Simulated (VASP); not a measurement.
Wanted: the native input for a VASP 6.6.1 run.

| Item | Value |
| --- | --- |
| Task | single point |
| Functional | LDA |
| Potentials or basis | VASP PAW PBE potentials, release 64 (Lu) |
| Cutoff | 520 eV |
| k mesh | 14 × 14 × 14 |
| Occupations | fermi-dirac, width 0.08 eV |
| Spin | no spin polarisation |
| Dipole correction | no |
| Further INCAR settings | ALGO = Normal; EDIFF = 1e-06; NBANDS = 18 |

The structure of Lu lies in POSCAR:

```
Lu
1.0
    2.5717855954      0.0000000000      0.0000000000
    0.0000000000      2.5717855954      0.0000000000
    0.0000000000      0.0000000000      2.5717855954
Lu
1
Direct
    0.0000000000      0.0000000000      0.0000000000
```

This cell differs from its parent crystal: volume scaled by 0.6.

These files were run (other wordings do the same):

INCAR

```
SYSTEM = Lu
PREC = Accurate ; ENCUT = 520
EDIFF = 1E-6 ; ISMEAR = -1
SIGMA = 0.08 ; LREAL = .FALSE.
LASPH = .TRUE. ; NELM = 60
ALGO = Normal ; ISIF = 2
LWAVE = .FALSE. ; LCHARG = .FALSE.
GGA = CA ; NBANDS = 18
```

KPOINTS

```
regular mesh
0
G
  14 14 14
  0 0 0
```

Potentials or basis: VASP PAW PBE potentials, release 64 (Lu).

Command:

```sh
$ cat potpaw_PBE.64/Lu/POTCAR > POTCAR
$ mpirun -np 1 vasp_std > vasp.out
```

It gave:

The pressure is 47.6 GPa.

Caveat: the PAW data sets were made with another functional, which shifts forces and pressure a little.

Wall time 20 s on 1 thread of Intel(R) Xeon(R) 6975P-C (Granite Rapids), on a shared host, peak memory 0.15 GiB.
